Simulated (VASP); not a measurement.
# Ir (Fm-3m) in VASP: a series of runs

The runs below take Ir through single point, with PBEsol.

Program: VASP 6.6.1. These are calculated values, not measurements. Logs are shortened: lines on timing, memory, paths and dates and some standing lists are left out, and cuts for length are marked.

## 1. The cell of the first run

The structure is cubic, space group Fm-3m (No. 225). Conventional cell: a = 3.854 Å, b = 3.854 Å, c = 3.854 Å, α = 90.00°, β = 90.00°, γ = 90.00°. Ir (site symmetry m-3m) has 12 Ir at 2.73 Å within 3.6 Å.

## 2. Single point, PBEsol

The input, INCAR:

```
SYSTEM = Ir
  PREC = Accurate
  ENCUT = 520
  EDIFF = 1E-7
  ISMEAR = 0
  SIGMA = 0.1
  LREAL = .FALSE.
  LASPH = .TRUE.
  NELM = 100
  ALGO = Normal
  ISIF = 2
  LWAVE = .FALSE.
  LCHARG = .FALSE.
  GGA = PS
  NBANDS = 10
```

The input, KPOINTS:

```
regular mesh
0
G
  8 8 8
  0 0 0
```

The input, POSCAR:

```
Ir
1.0
    0.0000000000      1.9269646700      1.9269646700
    1.9269646700      0.0000000000      1.9269646700
    1.9269646700      1.9269646700      0.0000000000
Ir
1
Direct
    0.0000000000      0.0000000000      0.0000000000
```

Potentials or basis: VASP PAW PBE potentials, release 64 (Ir).

Command:

```sh
> cat potpaw_PBE.64/Ir/POTCAR > POTCAR
> mpirun -np 1 vasp_std > vasp.out
```

OUTCAR:

```text
SYSTEM = Ir
   PREC = Accurate
   ENCUT = 520
   EDIFF = 1E-7
   ISMEAR = 0
   LREAL = .FALSE.
   LASPH = .TRUE.
   NELM = 100
   ISIF = 2
   GGA = PS

 ion  position               nearest neighbor table
   1  0.000  0.000  0.000-

  LATTYP: Found a face centered cubic cell.
 ALAT       =     3.8539293400

  Lattice vectors:

 A1 = (   0.0000000000,   1.9269646700,   1.9269646700)
 A2 = (   1.9269646700,   0.0000000000,   1.9269646700)
 A3 = (   1.9269646700,   1.9269646700,   0.0000000000)

Analysis of symmetry for initial positions (statically):
=====================================================================
 Subroutine PRICEL returns:
 Original cell was already a primitive cell.

 Routine SETGRP: Setting up the symmetry group for a
 face centered cubic supercell.

 Subroutine GETGRP returns: Found 48 space group operations
 (whereof 48 operations were pure point group operations)
 out of a pool of 48 trial point group operations.

The static configuration has the point symmetry O_h .

Analysis of symmetry for dynamics (positions and initial velocities):
=====================================================================
 Subroutine PRICEL returns:
 Original cell was already a primitive cell.

 Routine SETGRP: Setting up the symmetry group for a
 face centered cubic supercell.

 Subroutine GETGRP returns: Found 48 space group operations
 (whereof 48 operations were pure point group operations)
 out of a pool of 48 trial point group operations.

The dynamic configuration has the point symmetry O_h .

 Subroutine INISYM returns: Found 48 space group operations
 (whereof 48 operations are pure point group operations),
 and found     1 'primitive' translations

----------------------------------------------------------------------------------------

                                     Primitive cell

  volume of cell :      14.3104

  direct lattice vectors                    reciprocal lattice vectors
     0.000000000  1.926964670  1.926964670    -0.259475437  0.259475437  0.259475437
     1.926964670  0.000000000  1.926964670     0.259475437 -0.259475437  0.259475437
     1.926964670  1.926964670  0.000000000     0.259475437  0.259475437 -0.259475437

  length of vectors
     2.725139571  2.725139571  2.725139571     0.449424640  0.449424640  0.449424640

  position of ions in fractional coordinates (direct lattice)
     0.000000000  0.000000000  0.000000000

[... 79 lines left out ...]
   IBRION =     -1    ionic relax: 0-MD 1-quasi-New 2-CG
   NFREE  =      0    steps in history (QN), initial steepest desc. (CG)
   ISIF   =      2    stress and relaxation
   ISYM   =      2    0-nonsym 1-usesym 2-fastsym
   POTIM  = 0.5000    time-step for ionic-motion
   TEBEG  =    0.0;   TEEND  =   0.0 temperature during run
   PSTRESS=    0.0 pullay stress
   NELECT =       9.0000    total number of electrons
   NUPDOWN=      -1.0000    fix difference up-down
   EMIN   =  10.00;   EMAX   =-10.00  energy-range for DOS
   EFERMI =   0.00;   METHOD = LEGACY
   ISMEAR =     0;   SIGMA  =   0.10  broadening in eV -4-tet -1-fermi 0-gaus
   EFERMI_NEDOS =   21; number of points for ismear=-14 and -15
   IALGO  =     38    algorithm
   IMIX   =      4    mixing-type and parameters
     AMIX     =   0.40;   BMIX     =  1.00
     AMIX_MAG =   1.60;   BMIX_MAG =  1.00
  volume/ion in A,a.u.               =      14.31        96.57
  Fermi-wavevector in a.u.,A,eV,Ry     =   1.402615  2.650559 26.767147  1.967330
  Thomas-Fermi vector in A             =   2.525359
   LORBIT       =      0    0 simple, 1 ext, 2 COOP (PROOUT), +10 PAW based schemes
   GGA     = PS    functional components
   LHFCALC =     F    Hartree Fock is set to
   AEXX    =    0.0000 exact exchange contribution
   IVDW    =     0    specifies the selected vdW correction
   LEPSILON=     F    determine dielectric tensor
   LRPA    =     F    only Hartree local field effects (RPA)
 non-spin polarized calculation
 Gauss-broadening in eV      SIGMA  =   0.10
  energy-cutoff  :      520.00
  volume of cell :       14.31
 maximum number of plane-waves:       396
   NGX = 11   NGY = 11   NGZ = 11

 number of electron       9.0000000 magnetization

 Free energy of the ion-electron system (eV)
  ---------------------------------------------------
  ext. energy  EPLUGINS =         0.00000000
  ---------------------------------------------------
  free energy    TOTEN  =        -9.74399551 eV

  energy without entropy =       -9.73470042  energy(sigma->0) =       -9.73934797

 E-fermi :  10.0992     XC(G=0): -14.0336

 val. band max:       10.0576696937   @ k =  -0.3750   0.1250   0.0000
 cond. band min:      10.1199917879   @ k =  -0.3750   0.2500   0.0000
 fundamental gap:      0.0623220941
 Fermi energy:        10.0992013289

 k-point     1 :       0.0000    0.0000    0.0000
  band No.  band energies     occupation
      1      -1.0194      2.00000
      2       6.2100      2.00000
      3       6.2100      2.00000
      4       6.2100      2.00000
      5       8.8914      2.00000
      6       8.8914      2.00000
      7      24.3733      0.00000
      8      29.9008      0.00000
      9      29.9008      0.00000
     10      29.9008      0.00000
[... 287 lines left out ...]
 k-point    24 :      -0.3750    0.2500    0.1250
  band No.  band energies     occupation
      1       3.4863      2.00000
      2       4.8956      2.00000
      3       6.4669      2.00000
      4       7.5150      2.00000
      5      10.6170      0.00000
      6      15.1427      0.00000
      7      16.5810      0.00000
      8      25.7001      0.00000
      9      25.7728      0.00000
     10      29.7409      0.00000

 [... further k-points ...]

------------------------ aborting loop because EDIFF is reached ----------------------------------------

  FORCE on cell =-STRESS in cart. coord.  units (eV):
  Direction    XX          YY          ZZ          XY          YZ          ZX
  --------------------------------------------------------------------------------------
  -------------------------------------------------------------------------------------
  Total       -0.4067384     -0.4067384     -0.4067384      0.0000000     -0.0000000      0.0000000
  in kB      -45.5380548    -45.5380548    -45.5380548      0.0000000     -0.0000000      0.0000000
  external PRESSURE =     -45.5380548 kB  Pullay stress =       0.0000000 kB

 VOLUME and BASIS-vectors are now :
 -----------------------------------------------------------------------------
  energy-cutoff  :      520.00
  volume of cell :       14.31
      direct lattice vectors                 reciprocal lattice vectors
     0.000000000  1.926964670  1.926964670    -0.259475437  0.259475437  0.259475437
     1.926964670  0.000000000  1.926964670     0.259475437 -0.259475437  0.259475437
     1.926964670  1.926964670  0.000000000     0.259475437  0.259475437 -0.259475437

 POSITION                                       TOTAL-FORCE (eV/Angst)
 -----------------------------------------------------------------------------------
      0.00000      0.00000      0.00000         0.000000      0.000000      0.000000
 -----------------------------------------------------------------------------------
    total drift:                                0.000000     -0.000000     -0.000000

  FREE ENERGIE OF THE ION-ELECTRON SYSTEM (eV)
  ---------------------------------------------------
  free  energy   TOTEN  =        -9.7439955149 eV

  energy  without entropy=       -9.7347004192  energy(sigma->0) =       -9.73934797
```

OSZICAR:

```text
N       E                     dE             d eps       ncg     rms          rms(c)
DAV:   1     0.487355542667E+02    0.48736E+02   -0.41559E+03   580   0.799E+02
DAV:   2    -0.946581465297E+01   -0.58201E+02   -0.55596E+02   590   0.197E+02
DAV:   3    -0.103760600992E+02   -0.91025E+00   -0.90813E+00   660   0.303E+01
DAV:   4    -0.103845953781E+02   -0.85353E-02   -0.85334E-02   642   0.276E+00
DAV:   5    -0.103847658249E+02   -0.17045E-03   -0.17045E-03   664   0.377E-01    0.155E+01
DAV:   6    -0.984283394202E+01    0.54193E+00   -0.96968E-01   654   0.119E+01    0.610E+00
DAV:   7    -0.975096476196E+01    0.91869E-01   -0.27585E-01   696   0.577E+00    0.154E+00
DAV:   8    -0.974771396216E+01    0.32508E-02   -0.20088E-03   620   0.472E-01    0.110E+00
DAV:   9    -0.974399324671E+01    0.37207E-02   -0.21451E-03   650   0.668E-01    0.202E-02
DAV:  10    -0.974399372377E+01   -0.47706E-06   -0.10060E-05   818   0.311E-02    0.137E-02
DAV:  11    -0.974399551016E+01   -0.17864E-05   -0.76380E-07   642   0.548E-03    0.585E-04
DAV:  12    -0.974399551490E+01   -0.47443E-08   -0.11138E-08   358   0.103E-03
   1 F= -.97439955E+01 E0= -.97393480E+01  d E =-.929510E-02
```

stdout:

```text
POSCAR found type information on POSCAR Ir
 POSCAR found :  1 types and       1 ions
 scaLAPACK will be used
 -----------------------------------------------------------------------------
|                                                                             |
|                                                                             |
|     You enforced a specific xc type in the INCAR file but a different       |
|     I HOPE YOU KNOW WHAT YOU ARE DOING!                                     |
|                                                                             |
 -----------------------------------------------------------------------------

 LDA part: xc-table for (Slater+PW92), standard interpolation
 POSCAR, INCAR and KPOINTS ok, starting setup
 FFT: planning ... GRIDC
 FFT: planning ... GRID_SOFT
 FFT: planning ... GRID
 WAVECAR not read
 entering main loop
```

It took 2.3 s on 1 thread of Intel Xeon 6975P-C (Granite Rapids), shared host; peak memory 0.13 GiB.

Results:

- Free energy: -9.7440 eV
- Pressure: -4.6 GPa
- Band gap on the k mesh: zero (an odd number of electrons rules out a gap without spin polarisation)

Levels at points of the mesh, in eV from the Fermi level:
```csv
k point,band 1,band 2,band 3,band 4,band 5,band 6,band 7,band 8
"(0.00, 0.00, 0.00)",-11.12,-3.89,-3.89,-3.89,-1.21,-1.21,14.27,19.80
"(0.50, 0.00, 0.00)",-8.08,-3.98,-3.98,-0.84,0.84,0.84,7.06,13.81
"(0.50, 0.50, 0.00)",-7.85,-7.30,0.83,1.39,1.39,1.59,10.26,11.56
```

Caveat: the cell stands under tension; the PAW data sets were made with another functional, which shifts forces and pressure a little; spin-orbit coupling is left out, which moves the levels of the heavy elements.

## 3. Single point, PBEsol

This run uses another cell than the first one, of 14.05 Å³/atom.

The input, INCAR:

```
  ALGO = Normal
  EDIFF = 1E-7
  ENCUT = 520
  GGA = PS
  ISIF = 2
  ISMEAR = 0
  LASPH = T
  LCHARG = F
  LREAL = F
  LWAVE = F
  NBANDS = 10
  NELM = 100
  PREC = Accurate
  SIGMA = 0.1
```

The input, KPOINTS:

```
k-points
0
Gamma
  18 18 18
```

The input, POSCAR:

```
Ir
1.0
    0.0000000000      1.9150217743      1.9150217743
    1.9150217743      0.0000000000      1.9150217743
    1.9150217743      1.9150217743      0.0000000000
Ir
1
Direct
    0.0000000000      0.0000000000      0.0000000000
```

Potentials or basis: VASP PAW PBE potentials, release 64 (Ir).

Command:

```sh
> cat potpaw_PBE.64/Ir/POTCAR > POTCAR
> mpirun -np 1 vasp_std > vasp.out
```

Wall time 8.7 s (1 thread of Intel Xeon 6975P-C (Granite Rapids), shared host); peak memory 0.15 GiB.

Results (log left out):

| Property | Result |
| --- | --- |
| Free energy | -9.8233 eV |
| Pressure | 1.1 GPa |
| Band gap on the k mesh | zero (an odd number of electrons rules out a gap without spin polarisation) |

Levels at points of the mesh, in eV from the Fermi level:
```csv
k point,band 1,band 2,band 3,band 4,band 5,band 6,band 7,band 8,band 9
"(0.00, 0.00, 0.00)",-11.31,-3.98,-3.98,-3.98,-1.24,-1.24,14.27,19.88,19.88
"(0.50, 0.00, 0.00)",-8.26,-4.08,-4.08,-0.88,0.88,0.88,7.26,13.80,19.79
"(0.50, 0.50, 0.00)",-8.06,-7.48,0.86,1.46,1.46,1.61,10.52,11.66,11.66
```

Caveat: the PAW data sets were made with another functional, which shifts forces and pressure a little; spin-orbit coupling is left out, which moves the levels of the heavy elements.

## 4. Single point, PBEsol

This run uses another cell than the first one, of 14.07 Å³/atom.

The input, INCAR:

```
SYSTEM = Ir
ALGO     = Normal         ! electronic algorithm
EDIFF    = 1E-6           ! SCF threshold, eV
ENCUT    = 520            ! plane-wave cutoff, eV
GGA      = PS             ! functional
ISIF     = 2              ! what is computed and relaxed
ISMEAR   = -1             ! smearing method
LASPH    = .TRUE.         ! aspherical terms in the spheres
LCHARG   = .FALSE.        ! write CHGCAR
LREAL    = .FALSE.        ! projectors in reciprocal space
LWAVE    = .FALSE.        ! write WAVECAR
NBANDS   = 10             ! bands
NELM     = 100            ! most SCF steps
PREC     = Accurate       ! precision mode
SIGMA    = 0.15           ! smearing width, eV
```

The input, KPOINTS:

```
k-points
0
G
  18 18 18
  0 0 0
```

The input, POSCAR:

```
Ir
1.0
    0.0000000000      1.9160556188      1.9160556188
    1.9160556188      0.0000000000      1.9160556188
    1.9160556188      1.9160556188      0.0000000000
Ir
1
Direct
    0.0000000000      0.0000000000      0.0000000000
```

Command:

```sh
> cat potpaw_PBE.64/Ir/POTCAR > POTCAR
> mpirun -np 1 vasp_std > vasp.out
```

It took 8.4 s on 1 thread of Intel Xeon 6975P-C (Granite Rapids), shared host; peak memory 0.15 GiB.

It converged, with:

| Quantity | Value |
| --- | --- |
| Free energy | -9.8550 eV |
| Pressure | 1.0 GPa |
| Band gap on the k mesh | zero (an odd number of electrons rules out a gap without spin polarisation) |

Levels at points of the mesh, in eV from the Fermi level:
| k point | band 1 | band 2 | band 3 | band 4 | band 5 | band 6 | band 7 | band 8 |
| --- | --- | --- | --- | --- | --- | --- | --- | --- |
| (0.00, 0.00, 0.00) | -11.24 | -3.92 | -3.92 | -3.92 | -1.18 | -1.18 | 14.32 | 19.93 |
| (0.50, 0.00, 0.00) | -8.19 | -4.02 | -4.02 | -0.82 | 0.93 | 0.93 | 7.30 | 13.85 |
| (0.50, 0.50, 0.00) | -8.00 | -7.42 | 0.91 | 1.51 | 1.51 | 1.66 | 10.55 | 11.70 |

Caveat: the PAW data sets were made with another functional, which shifts forces and pressure a little; spin-orbit coupling is left out, which moves the levels of the heavy elements.

## 5. The runs side by side

| cell | k mesh | smearing | gap on the mesh (eV) | pressure (GPa) |
| --- | --- | --- | --- | --- |
| a = 2.725 Å, angles 60.0°, 1 atom | 8 × 8 × 8 | gaussian 0.1 eV | none | -4.6 |
| a = 2.708 Å, angles 60.0°, 1 atom | 18 × 18 × 18 | gaussian 0.1 eV | none | 1.1 |
| a = 2.710 Å, angles 60.0°, 1 atom | 18 × 18 × 18 | fermi-dirac 0.15 eV | none | 1.0 |

Alike in all rows: task single point; level PBEsol; potentials or basis VASP PAW PBE potentials, release 64 (Ir); no spin polarisation; cutoff (eV) 520.

Caveats: the PAW data sets were made with another functional, which shifts forces and pressure a little; spin-orbit coupling is left out, which moves the levels of the heavy elements; the cell stands under tension (at least some runs).

Total energies depend on the potentials used, so only differences within one code and one set of settings carry meaning.
